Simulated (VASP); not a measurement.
Set up this calculation in VASP 6.6.1, as the native input.

```yaml
Task: single point
Functional: PBEsol
Potentials_or_basis: VASP PAW PBE potentials, release 64 (Li_sv, H)
Cutoff: 520 eV
k_mesh: 4 × 4 × 4
Occupations: gaussian, width 0.1 eV
Spin: no spin polarisation
Dipole_correction: no
Further_INCAR_settings: ALGO = Normal; EDIFF = 1e-06; NBANDS = 9
```

The structure of LiH lies in POSCAR:

```
LiH
1.0
   -0.2365714710      2.0754627059      2.0618946233
    1.5844739025      0.0050238327      1.8202993196
    1.6969484552      1.9463419548     -0.1074507199
Li H
1 1
Direct
    0.0000000000      0.0000000000      0.0000000000
    0.5000000000      0.5000000000      0.5000000000
```

The input as run:

INCAR

```
SYSTEM = LiH
PREC = Accurate ; ENCUT = 520
EDIFF = 1E-6 ; ISMEAR = 0
SIGMA = 0.1 ; LREAL = .False.
LASPH = .True. ; NELM = 100
ALGO = Normal ; ISIF = 2
LWAVE = .False. ; LCHARG = .False.
GGA = PS ; NBANDS = 9
```

KPOINTS

```
regular mesh
0
Gamma
  4 4 4
  0 0 0
```

Potentials or basis: VASP PAW PBE potentials, release 64 (Li_sv, H).

Launch:

```bash
$ cat potpaw_PBE.64/Li_sv/POTCAR potpaw_PBE.64/H/POTCAR > POTCAR
$ mpirun -np 1 vasp_std > vasp.out
```

It gave:

```json
{"Band gap on the k mesh": "0.99 eV, indirect (least direct gap 2.20 eV)"}
```

Caveat: the k points lie up to 0.76 Å⁻¹ apart.

It took 4.6 s on 1 thread of Intel(R) Xeon(R) Platinum 8375C CPU @ 2.90GHz (Ice Lake), on a shared host, peak memory 0.12 GiB.
